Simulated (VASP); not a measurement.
BeSe5: relaxation of cell and atoms with PBE

Crystal: BeSe5.

```
CELL_PARAMETERS angstrom
0.00000 4.26499 4.26499
4.26499 0.00000 4.26499
4.26499 4.26499 0.00000
ATOMIC_POSITIONS crystal
Be 0.00000 0.00000 0.00000
Se 0.25000 0.25000 0.25000
Se 0.12616 0.62461 0.62461
Se 0.62461 0.62461 0.62461
Se 0.62461 0.62461 0.12616
Se 0.62461 0.12616 0.62461
```

```
Program                : VASP 6.6.1
Task                   : relaxation of cell and atoms
Functional             : PBE
Potentials or basis    : VASP PAW PBE potentials, release 64 (Be, Se)
Cutoff                 : 600 eV
k mesh                 : 4 × 4 × 4
Occupations            : gaussian, width 0.1 eV
Spin                   : no spin polarisation
Dipole correction      : no
Further INCAR settings : ALGO = Normal; EDIFF = 1e-06; IBRION = 2; EDIFFG = -0.04; NSW = 90; ISIF = 3
```

```yaml
Relaxed_volume: 21.63 Å³/atom
Relaxed_cell: a = 5.683 Å, b = 5.683 Å, c = 5.683 Å, α = 60.00°, β = 60.00°, γ = 60.00°
Space_group_after_relaxing_to_0.05_Å: F-43m (No. 216)
Energy_gained_by_relaxing: 106.2 meV/atom
Ionic_steps: 6
Pressure_after_relaxing: -0.2 GPa
Largest_force_after_relaxing: 0.032 eV/Å
Band_gap_on_the_k_mesh: zero (band 16 reaches 5.78 eV, above the bottom of band 17 at 4.45 eV)
```

Forces in eV/Å, atoms in the order of the input:
```
Be   0.000  0.000  0.000
Se   0.000  0.000  0.000
Se   0.018 -0.018 -0.018
Se   0.018  0.018  0.018
Se  -0.018 -0.018  0.018
Se  -0.018  0.018 -0.018
```

The path:
```
step  energy change (eV)  largest force (eV/Å)  pressure (GPa)  volume (Å³)
   1              0.0000                0.0015           -6.63       155.16
   2             -0.6240                0.0444           -1.24       132.35
   3             -0.6362                0.0550           -0.07       129.43
   4             -0.6361                0.0569            0.13       128.95
   5             -0.6368                0.0460           -0.02       129.29
   6             -0.6371                0.0320           -0.22       129.76
```

Final structure:
```
Be Se
1.0
     0.00000    4.01830    4.01830
     4.01830    0.00000    4.01830
     4.01830    4.01830    0.00000
Be Se
1 5
Direct
  0.00000 0.00000 0.00000
  0.25000 0.25000 0.25000
  0.12468 0.62511 0.62511
  0.62511 0.62511 0.62511
  0.62511 0.62511 0.12468
  0.62511 0.12468 0.62511
```

Levels at points of the mesh, in eV from the Fermi level:
```
           k point  band 13  band 14  band 15  band 16  band 17  band 18
(0.00, 0.00, 0.00)    -1.68    -1.68    -1.58     1.37     1.37     1.37
(0.50, 0.00, 0.00)    -2.26    -2.26    -1.24     0.09     0.16     0.16
(0.50, 0.50, 0.00)    -2.30    -1.95    -1.91    -0.59     0.03     0.03
```

It took 97 s on 1 thread of AMD EPYC 9R45 96-Core Processor (Zen 5), with other jobs on the host, peak memory 0.32 GiB.

Caveat: the volume moved by over 15 % at a fixed basis, so the end points are rough.
